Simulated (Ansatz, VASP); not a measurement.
This is a calculation of NiMoIrPdW for VASP 6.6.1.

INCAR

```
  ALGO = Fast
  EDIFF = 1E-6
  ENCUT = 520
  GGA = PE
  ISIF = 2
  ISMEAR = -1
  ISPIN = 2
  LASPH = T
  LCHARG = F
  LMAXMIX = 4
  LORBIT = 11
  LREAL = F
  LWAVE = F
  MAGMOM = 1 1 0 0.6 0
  NBANDS = 40
  NELM = 150
  PREC = Accurate
  SIGMA = 0.05
```

The input KPOINTS:

```
k-points
0
Gamma
  5 5 4
```

The input POSCAR:

```
NiMoIrPdW
1.0
    4.2012680998      0.0000000000      0.0000000000
   -2.1006340499      3.6384073930      0.0000000000
    0.0000000000      0.0000000000      5.4875651473
Ni Mo Pd Ir W
1 1 1 1 1
Direct
    0.0000000000      0.0000000000      0.0222100000
    0.6666700000      0.3333300000      0.4599600000
    0.3333300000      0.6666700000      0.7460100000
    0.3333300000      0.6666700000      0.2564100000
    0.6666700000      0.3333300000      0.9998500000
```

Potentials or basis: VASP PAW PBE potentials, release 64 (Ni, Mo_sv, Pd, Ir, W_sv).

Launch:

```sh
$ cat potpaw_PBE.64/Ni/POTCAR potpaw_PBE.64/Mo_sv/POTCAR potpaw_PBE.64/Pd/POTCAR potpaw_PBE.64/Ir/POTCAR potpaw_PBE.64/W_sv/POTCAR > POTCAR
$ mpirun -np 1 vasp_std > vasp.out
```

Task: Translate it to Ansatz 0.2.0. Potentials there: all-electron LAPW, scalar-relativistic.

Result: As run (the cutoff follows the program's own potentials):

input.yaml

```yaml
crystal:
  lattice:
    - [4.2012680998, 0.0, 0.0]
    - [-2.1006340499, 3.638407393, 0.0]
    - [0.0, 0.0, 5.4875651473]
  atoms:
    - { symbol: Ni, position: [0.0, 0.0, 0.02221], spin: 1.0 }
    - { symbol: Mo, position: [0.66667, 0.33333, 0.45996], spin: 1.0 }
    - { symbol: Pd, position: [0.33333, 0.66667, 0.74601] }
    - { symbol: Ir, position: [0.33333, 0.66667, 0.25641], spin: 0.6 }
    - { symbol: W, position: [0.66667, 0.33333, 0.99985] }
kpoints:
  mp_grid: { grid: [5, 5, 4] }
scf:
  occupations: { method: fermi_dirac, width: 0.05 }
hamiltonian:
  xc: pbe
  pseudopotentials: { kind: all_electron, lapw: { basis_error: 0.003 } }
magnetization:
  spin_polarized: true
output:
  forces: true
  stress: true
  eigenvalues: true
```

Potentials or basis: all-electron LAPW, scalar-relativistic.

The run is started by

```console
$ ansatz run input.yaml --threads 8 --pin off --max-ram 24576MiB --backend cpu --events-out ev --progress --plain --runs-dir out
```

Both were run:

|  | VASP | Ansatz | Ansatz less VASP |
| --- | --- | --- | --- |
| gap on the k mesh at the Fermi level (eV) | none | none | - |
| pressure (GPa) | -7.9 | -8.0 | -0.11 |
| rms of the force components (eV/Å) | 0.177 | 0.184 | +0.0068 |
| net moment per atom (μB) | 0.00 | 0.00 | 0.000 |

Atom by atom the forces differ by 0.008 eV/Å (rms over components). A gap of «none» marks a metal or a gap that the smearing closes. Ansatz ran all-electron here, and VASP with PAW potentials.

Spin-orbit coupling is off throughout. Noted on Ansatz's run: the k mesh is thin for a metal, which can move the energy by tens of meV per atom.
